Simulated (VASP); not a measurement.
Crystal: Be2C.

```
C Be
1.0
    -0.02160    2.13888    2.13888
     2.13888   -0.02160    2.13888
     2.13888    2.13888   -0.02160
C Be
1 2
Direct
  0.00000 0.00000 0.00000
  0.24975 0.24975 0.24975
  0.75025 0.75025 0.75025
```

This cell differs from its parent crystal: strain along [111] -1.5%.

Base run:

- Program: VASP 6.6.1
- Functional: r2SCAN
- Potentials or basis: VASP PAW PBE potentials, release 64 (C, Be)
- Cutoff: 660 eV
- k mesh: 10 × 10 × 10
- Occupations: gaussian, width 0.01 eV
- Spin: no spin polarisation

Its results: band gap on the k mesh 1.50 eV (least direct gap 4.51 eV); pressure 4.0 GPa.

Task: The run is repeated on the same cell with these changes: functional from r2SCAN to PBE; cutoff from 660 eV to 600 eV; occupations from gaussian, width 0.01 eV to fermi-dirac, width 0.02 eV. What comes out?

Result: Band gap on the k mesh 1.13 eV (least direct gap 4.03 eV); pressure 4.6 GPa.

Caveats: the cell stands under pressure; the PAW data sets were made with another functional, which shifts forces and pressure a little (at least some runs).

A k mesh can miss the band edges.
